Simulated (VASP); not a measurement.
# SnSe (Fm-3m) in VASP: a series of runs

SnSe is run at these levels: b88 exchange, pbe correlation, PBE, PBE0, r2SCAN; tasks: single point.

All numbers are computed with VASP 6.6.1; they aren't measurements. Logs are shortened: lines on timing, memory, paths and dates and some standing lists are left out, and cuts for length are marked.

### Step 1. The cell of the first run

It takes space group Fm-3m (No. 225, cubic). The conventional cell has a = 5.588 Å, b = 5.588 Å, c = 5.588 Å, α = 90.00°, β = 90.00°, γ = 90.00°. Within 3.7 Å of Sn (site symmetry m-3m) lie 6 Se at 2.79 Å. Within 3.7 Å of Se (site symmetry m-3m) lie 6 Sn at 2.79 Å.

### Step 2. Single point, b88 exchange, pbe correlation, collinear spin (21.82 Å³/atom)

Contents of INCAR:

```
  PREC = Accurate
  ENCUT = 500
  EDIFF = 1E-6
  ISMEAR = -1
  SIGMA = 0.1
  LREAL = F
  LASPH = T
  NELM = 200
  ALGO = Normal
  ISIF = 2
  LWAVE = F
  LCHARG = T
  ISPIN = 2
  MAGMOM = 0.5 0
  LORBIT = 11
  GGA = LIBXC
  LIBXC1 = GGA_X_B88
  LIBXC2 = GGA_C_PBE
  LELF = T
  LVHAR = T
  NBANDS = 21
  GGA_COMPAT = F
```

Contents of KPOINTS:

```
Automatic mesh
0
Gamma
  8 8 8
```

Contents of POSCAR:

```
SnSe
1.0
    0.0000000000      2.7942364778      2.7942364778
    2.7942364778      0.0000000000      2.7942364778
    2.7942364778      2.7942364778      0.0000000000
Sn Se
1 1
Direct
    0.0000000000      0.0000000000      0.0000000000
    0.5000000000      0.5000000000      0.5000000000
```

Potentials or basis: VASP PAW PBE potentials, release 64 (Sn_d, Se).

On the command line:

```bash
cat potpaw_PBE.64/Sn_d/POTCAR potpaw_PBE.64/Se/POTCAR > POTCAR
mpirun -np 1 vasp_std > vasp.out
```

OUTCAR:

```text
PREC = Accurate
   ENCUT = 500
   EDIFF = 1E-6
   ISMEAR = -1
   LREAL = F
   LASPH = T
   NELM = 200
   ISIF = 2
   ISPIN = 2
   LORBIT = 11
   GGA = LIBXC

 ion  position               nearest neighbor table
   1  0.000  0.000  0.000-   2 2.79   2 2.79   2 2.79   2 2.79   2 2.79   2 2.79
   2  0.500  0.500  0.500-   1 2.79   1 2.79   1 2.79   1 2.79   1 2.79   1 2.79

  LATTYP: Found a face centered cubic cell.
 ALAT       =     5.5884729556

  Lattice vectors:

 A1 = (   0.0000000000,   2.7942364778,   2.7942364778)
 A2 = (   2.7942364778,   0.0000000000,   2.7942364778)
 A3 = (   2.7942364778,   2.7942364778,   0.0000000000)

Analysis of symmetry for initial positions (statically):
=====================================================================
 Subroutine PRICEL returns:
 Original cell was already a primitive cell.

 Routine SETGRP: Setting up the symmetry group for a
 face centered cubic supercell.

 Subroutine GETGRP returns: Found 48 space group operations
 (whereof 48 operations were pure point group operations)
 out of a pool of 48 trial point group operations.

The static configuration has the point symmetry O_h .

Analysis of symmetry for dynamics (positions and initial velocities):
=====================================================================
 Subroutine PRICEL returns:
 Original cell was already a primitive cell.

 Routine SETGRP: Setting up the symmetry group for a
 face centered cubic supercell.

 Subroutine GETGRP returns: Found 48 space group operations
 (whereof 48 operations were pure point group operations)
 out of a pool of 48 trial point group operations.

The dynamic configuration has the point symmetry O_h .

Analysis of structural, dynamic, and magnetic symmetry:
=====================================================================
 Subroutine PRICEL returns:
 Original cell was already a primitive cell.

 Routine SETGRP: Setting up the symmetry group for a
 face centered cubic supercell.

 Subroutine GETGRP returns: Found 48 space group operations
 (whereof 48 operations were pure point group operations)
 out of a pool of 48 trial point group operations.

The overall configuration has the point symmetry O_h .

 Subroutine INISYM returns: Found 48 space group operations
 (whereof 48 operations are pure point group operations),
 and found     1 'primitive' translations

----------------------------------------------------------------------------------------

                                     Primitive cell

  volume of cell :      43.6334

  direct lattice vectors                    reciprocal lattice vectors
     0.000000000  2.794236478  2.794236478    -0.178939758  0.178939758  0.178939758
     2.794236478  0.000000000  2.794236478     0.178939758 -0.178939758  0.178939758
     2.794236478  2.794236478  0.000000000     0.178939758  0.178939758 -0.178939758

  length of vectors
     3.951647123  3.951647123  3.951647123     0.309932753  0.309932753  0.309932753

  position of ions in fractional coordinates (direct lattice)
     0.000000000  0.000000000  0.000000000
     0.500000000  0.500000000  0.500000000

  ion indices of the primitive-cell ions
   primitive index   ion index
                 1           1
                 2           2

----------------------------------------------------------------------------------------

 KPOINTS: Automatic mesh

Automatic generation of k-mesh.
 Grid dimensions read from file:
 generate k-points for:    8    8    8

 Generating k-lattice:

  Cartesian coordinates                     Fractional coordinates (reciprocal lattice)
    -0.022367470  0.022367470  0.022367470     0.125000000  0.000000000  0.000000000
     0.022367470 -0.022367470  0.022367470     0.000000000  0.125000000  0.000000000
     0.022367470  0.022367470 -0.022367470     0.000000000  0.000000000  0.125000000

  Length of vectors
     0.038741594  0.038741594  0.038741594

  Shift w.r.t. Gamma in fractional coordinates (k-lattice)
     0.000000000  0.000000000  0.000000000

 Subroutine IBZKPT returns following result:
 ===========================================

 Found     29 irreducible k-points:

 Following reciprocal coordinates:
            Coordinates               Weight
  0.000000  0.000000  0.000000      1.000000
  0.125000  0.000000  0.000000      8.000000
  0.250000  0.000000  0.000000      8.000000
  0.375000  0.000000  0.000000      8.000000
  0.500000  0.000000  0.000000      4.000000
  0.125000  0.125000  0.000000      6.000000
[... 16 lines left out ...]
  0.500000  0.250000  0.125000     48.000000
 -0.375000  0.250000  0.125000     24.000000
 [... further k-points ...]
   k-points           NKPTS =     29   k-points in BZ     NKDIM =     29   number of bands    NBANDS=     21
   number of dos      NEDOS =    301   number of ions     NIONS =      2
   total plane-waves  NPLWV =  27000
   dimension x,y,z NGX =    30 NGY =   30 NGZ =   30
   dimension x,y,z NGXF=    60 NGYF=   60 NGZF=   60
   ions per type =               1   1
   NGX,Y,Z   is equivalent  to a cutoff of  12.62, 12.62, 12.62 a.u.
   NGXF,Y,Z  is equivalent  to a cutoff of  25.24, 25.24, 25.24 a.u.
 SYSTEM =  unknown system
   PREC   = accura    normal or accurate (medium, high low for compatibility)
   ISTART =      0    job   : 0-new  1-cont  2-samecut
   ICHARG =      2    charge: 1-file 2-atom 10-const
   ISPIN  =      2    spin polarized calculation?
   LNONCOLLINEAR =      F non collinear calculations
   LSORBIT =      F    spin-orbit coupling
   LASPH  =      T    aspherical Exc in radial PAW
   ENCUT  =  500.0 eV  36.75 Ry    6.06 a.u.   7.20  7.20  7.20*2*pi/ulx,y,z
   NELM   =    200;   NELMIN=  2; NELMDL= -5     # of ELM steps
   EDIFF  = 0.1E-05   stopping-criterion for ELM
   LREAL  =      F    real-space projection
   EDIFFG = 0.1E-04   stopping-criterion for IOM
   NSW    =      0    number of steps for IOM
   IBRION =     -1    ionic relax: 0-MD 1-quasi-New 2-CG
   NFREE  =      0    steps in history (QN), initial steepest desc. (CG)
   ISIF   =      2    stress and relaxation
   ISYM   =      2    0-nonsym 1-usesym 2-fastsym
   POTIM  = 0.5000    time-step for ionic-motion
   TEBEG  =    0.0;   TEEND  =   0.0 temperature during run
   PSTRESS=    0.0 pullay stress
   NELECT =      20.0000    total number of electrons
   NUPDOWN=      -1.0000    fix difference up-down
   EMIN   =  10.00;   EMAX   =-10.00  energy-range for DOS
   EFERMI =   0.00;   METHOD = LEGACY
   ISMEAR =    -1;   SIGMA  =   0.10  broadening in eV -4-tet -1-fermi 0-gaus
   EFERMI_NEDOS =   21; number of points for ismear=-14 and -15
   IALGO  =     38    algorithm
   IMIX   =      4    mixing-type and parameters
     AMIX     =   0.40;   BMIX     =  1.00
     AMIX_MAG =   1.60;   BMIX_MAG =  1.00
  volume/ion in A,a.u.               =      21.82       147.23
  Fermi-wavevector in a.u.,A,eV,Ry     =   1.262249  2.385305 21.677786  1.593272
  Thomas-Fermi vector in A             =   2.395667
   LORBIT       =     11    0 simple, 1 ext, 2 COOP (PROOUT), +10 PAW based schemes
   GGA     = LIBXC    functional components
   LHFCALC =     F    Hartree Fock is set to
   AEXX    =    0.0000 exact exchange contribution
   IVDW    =     0    specifies the selected vdW correction
   LEPSILON=     F    determine dielectric tensor
   LRPA    =     F    only Hartree local field effects (RPA)
 spin polarized calculation
  energy-cutoff  :      500.00
  volume of cell :       43.63
 maximum number of plane-waves:      1124
 NGX is ok and might be reduce to    30
   NGX = 15   NGY = 15   NGZ = 15

 number of electron      20.0000008 magnetization      -0.0001214

 number of electron      20.0000008 magnetization       0.0000496

 Free energy of the ion-electron system (eV)
  ---------------------------------------------------
  ext. energy  EPLUGINS =         0.00000000
  ---------------------------------------------------
  free energy    TOTEN  =        -7.38768555 eV

  energy without entropy =       -7.38057236  energy(sigma->0) =       -7.38412895

 E-fermi :   8.8655     XC(G=0): -10.6846

 val. band max:        8.6395765172   @ k =  -0.2500   0.1250   0.0000
 cond. band min:       9.1668596865   @ k =  -0.3750   0.1250   0.0000
 fundamental gap:      0.5272831693
 Fermi energy:         8.8654899566

 spin component 1

 k-point     1 :       0.0000    0.0000    0.0000
  band No.  band energies     occupation
      1     -13.4053      1.00000
      2     -13.4053      1.00000
      3     -13.3933      1.00000
      4     -13.3933      1.00000
      5     -13.3933      1.00000
      6      -7.3336      1.00000
[... 13 lines left out ...]
     20      19.4753      0.00000
     21      32.0476      0.00000
[... 529 lines left out ...]
 k-point    24 :      -0.3750    0.2500    0.1250
  band No.  band energies     occupation
      1     -13.4484      1.00000
      2     -13.4158      1.00000
      3     -13.3835      1.00000
      4     -13.3731      1.00000
      5     -13.3591      1.00000
      6      -5.5520      1.00000
[... 13 lines left out ...]
     20      24.7010      0.00000
     21      25.2686      0.00000

 [... further k-points ...]

 spin component 2

 k-point     1 :       0.0000    0.0000    0.0000
  band No.  band energies     occupation
      1     -13.4053      1.00000
      2     -13.4053      1.00000
      3     -13.3934      1.00000
      4     -13.3934      1.00000
      5     -13.3934      1.00000
      6      -7.3336      1.00000
[... 13 lines left out ...]
     20      19.4753      0.00000
     21      32.0669      0.00000
[... 529 lines left out ...]
 k-point    24 :      -0.3750    0.2500    0.1250
  band No.  band energies     occupation
      1     -13.4484      1.00000
      2     -13.4158      1.00000
      3     -13.3835      1.00000
      4     -13.3731      1.00000
      5     -13.3591      1.00000
      6      -5.5520      1.00000
[... 13 lines left out ...]
     20      24.7010      0.00000
     21      25.2686      0.00000

 [... further k-points ...]

------------------------ aborting loop because EDIFF is reached ----------------------------------------

  FORCE on cell =-STRESS in cart. coord.  units (eV):
  Direction    XX          YY          ZZ          XY          YZ          ZX
  --------------------------------------------------------------------------------------
  -------------------------------------------------------------------------------------
  Total        5.3663509      5.3663509      5.3663509     -0.0000000     -0.0000000     -0.0000000
  in kB      197.0471606    197.0471606    197.0471606     -0.0000000     -0.0000000     -0.0000000
  external PRESSURE =     197.0471606 kB  Pullay stress =       0.0000000 kB

 VOLUME and BASIS-vectors are now :
 -----------------------------------------------------------------------------
  energy-cutoff  :      500.00
  volume of cell :       43.63
      direct lattice vectors                 reciprocal lattice vectors
     0.000000000  2.794236478  2.794236478    -0.178939758  0.178939758  0.178939758
     2.794236478  0.000000000  2.794236478     0.178939758 -0.178939758  0.178939758
     2.794236478  2.794236478  0.000000000     0.178939758  0.178939758 -0.178939758

 POSITION                                       TOTAL-FORCE (eV/Angst)
 -----------------------------------------------------------------------------------
      0.00000      0.00000      0.00000         0.000000     -0.000000      0.000000
      2.79424      2.79424      2.79424        -0.000000      0.000000     -0.000000
 -----------------------------------------------------------------------------------
    total drift:                               -0.000000      0.000000      0.000000

  FREE ENERGIE OF THE ION-ELECTRON SYSTEM (eV)
  ---------------------------------------------------
  free  energy   TOTEN  =        -7.3876855520 eV

  energy  without entropy=       -7.3805723560  energy(sigma->0) =       -7.38412895

 total charge

# of ion       s       p       d       tot
------------------------------------------
    1        1.362   0.870  10.040  12.272
    2        1.494   2.358   0.058   3.910
--------------------------------------------------
tot          2.856   3.227  10.099  16.182

 magnetization (x)

# of ion       s       p       d       tot
------------------------------------------
    1        0.000   0.000   0.000   0.000
    2        0.000   0.000  -0.000   0.000
--------------------------------------------------
tot          0.000   0.000   0.000   0.000
```

Wall time 45 s (1 thread of AMD EPYC 9R45 (Zen 5), shared host); peak memory 0.18 GiB.

What came out:

```
Free energy                                           : -7.3877 eV
Pressure                                              : 19.7 GPa
Band gap on the k mesh                                : 0.53 eV (least direct gap 0.59 eV)
Net moment                                            : 0.00 μB per cell
Valence electrons inside the program's atomic spheres : Sn 12.27; Se 3.91
```

Caveat: the cell stands under pressure; the PAW data sets were made with another functional, which shifts forces and pressure a little; spin-orbit coupling is left out, which moves the levels of the heavy elements. A k mesh can miss the band edges.

### Step 3. Single point, PBE

This run uses another cell than the first one, of 27.27 Å³/atom.

Contents of INCAR:

```
ALGO = Normal
EDIFF = 1E-6
ENCUT = 520
GGA = PE
ISIF = 2
ISMEAR = -1
LASPH = T
LCHARG = F
LREAL = F
LWAVE = F
NBANDS = 17
NELM = 100
PREC = Accurate
SIGMA = 0.05
```

Contents of KPOINTS:

```
k-points
0
Gamma
  4 4 4
```

Contents of POSCAR:

```
SnSe
1.0
    0.0000000000      3.0100000000      3.0100000000
    3.0100000000      0.0000000000      3.0100000000
    3.0100000000      3.0100000000      0.0000000000
Sn Se
1 1
Direct
    0.0000000000      0.0000000000      0.0000000000
    0.5000000000      0.5000000000      0.5000000000
```

Potentials or basis: VASP PAW PBE potentials, release 64 (Sn_d, Se).

On the command line:

```bash
cat potpaw_PBE.64/Sn_d/POTCAR potpaw_PBE.64/Se/POTCAR > POTCAR
mpirun -np 1 vasp_std > vasp.out
```

Wall time 6.3 s (1 thread of Intel Xeon Platinum 8559C (Emerald Rapids), shared host); peak memory 0.17 GiB.

Results (log left out):

| Item | Value |
| --- | --- |
| Free energy | -8.2660 eV |
| Pressure | -0.4 GPa |
| Band gap on the k mesh | 0.57 eV |

Levels at points of the mesh, in eV from the valence-band top:
| k point | band 7 | band 8 | band 9 | band 10 | band 11 | band 12 | band 13 | band 14 |
| --- | --- | --- | --- | --- | --- | --- | --- | --- |
| (0.00, 0.00, 0.00) | -5.07 | -2.21 | -2.21 | -2.21 | 4.33 | 4.33 | 4.33 | 5.88 |
| (0.50, 0.00, 0.00) | -8.04 | -1.97 | -1.97 | 0.00 | 0.57 | 1.27 | 1.27 | 8.23 |
| (0.50, 0.50, 0.00) | -5.99 | -5.47 | -3.64 | -3.64 | 3.03 | 5.35 | 5.35 | 5.95 |

Caveat: the k points lie up to 0.45 Å⁻¹ apart; spin-orbit coupling is left out, which moves the levels of the heavy elements. A k mesh can miss the band edges.

### Step 4. Single point, PBE0

This run uses another cell than the first one, of 27.27 Å³/atom.

POSCAR is that of step 3.

Contents of INCAR.step1:

```
SYSTEM = SnSe
PREC     = Accurate       ! precision mode
ENCUT    = 520            ! plane-wave cutoff, eV
EDIFF    = 1E-5           ! SCF threshold, eV
ISMEAR   = -1             ! smearing method
SIGMA    = 0.05           ! smearing width, eV
LREAL    = .False.        ! projectors in reciprocal space
LASPH    = .True.         ! aspherical terms in the spheres
NELM     = 80             ! most SCF steps
ALGO     = Normal         ! electronic algorithm
ISIF     = 2              ! what is computed and relaxed
LWAVE    = .True.         ! write WAVECAR
NBANDS   = 17             ! bands
GGA      = PE             ! functional
```

Contents of INCAR.step2:

```
SYSTEM = SnSe
PREC     = Accurate       ! precision mode
ENCUT    = 520            ! plane-wave cutoff, eV
EDIFF    = 1E-6           ! SCF threshold, eV
ISMEAR   = -1             ! smearing method
SIGMA    = 0.05           ! smearing width, eV
LREAL    = .False.        ! projectors in reciprocal space
LASPH    = .True.         ! aspherical terms in the spheres
NELM     = 80             ! most SCF steps
ALGO     = Normal         ! electronic algorithm
ISIF     = 2              ! what is computed and relaxed
LWAVE    = .False.        ! write WAVECAR
LCHARG   = .True.         ! write CHGCAR
GGA      = PE             ! functional
LHFCALC  = .True.         ! exact exchange
AEXX     = 0.25           ! exact-exchange fraction
PRECFOCK = Normal       
LELF     = .True.         ! ELF
LVHAR    = .True.       
NBANDS   = 17             ! bands
ISTART   = 1
```

Contents of KPOINTS:

```
Automatic mesh
0
Gamma
  4 4 4
  0 0 0
```

On the command line:

```bash
cat potpaw_PBE.64/Sn_d/POTCAR potpaw_PBE.64/Se/POTCAR > POTCAR
cp INCAR.step1 INCAR
mpirun -np 1 vasp_std > vasp.out
cp INCAR.step2 INCAR
mpirun -np 1 vasp_std > vasp.out
```

Wall time 5.7 min (1 thread of Intel Xeon Platinum 8559C (Emerald Rapids), shared host); peak memory 0.18 GiB.

Results (log left out):

```
Free energy            : -10.8211 eV
Pressure               : -2.0 GPa
Band gap on the k mesh : 1.05 eV
```

Levels at points of the mesh, in eV from the valence-band top:
| k point | band 6 | band 7 | band 8 | band 9 | band 10 | band 11 | band 12 | band 13 | band 14 | band 15 |
| --- | --- | --- | --- | --- | --- | --- | --- | --- | --- | --- |
| (0.00, 0.00, 0.00) | -15.82 | -5.78 | -2.92 | -2.92 | -2.92 | 5.47 | 5.47 | 5.47 | 6.85 | 6.85 |
| (0.50, 0.00, 0.00) | -14.78 | -9.34 | -2.66 | -2.66 | 0.00 | 1.05 | 2.02 | 2.02 | 9.36 | 11.39 |
| (0.50, 0.50, 0.00) | -14.47 | -6.90 | -6.59 | -4.52 | -4.52 | 3.79 | 6.59 | 6.59 | 7.23 | 11.72 |

Caveat: the k points lie up to 0.45 Å⁻¹ apart; the PAW data sets were made with another functional, which shifts forces and pressure a little; spin-orbit coupling is left out, which moves the levels of the heavy elements.

(Continued in part 2 of 2.)
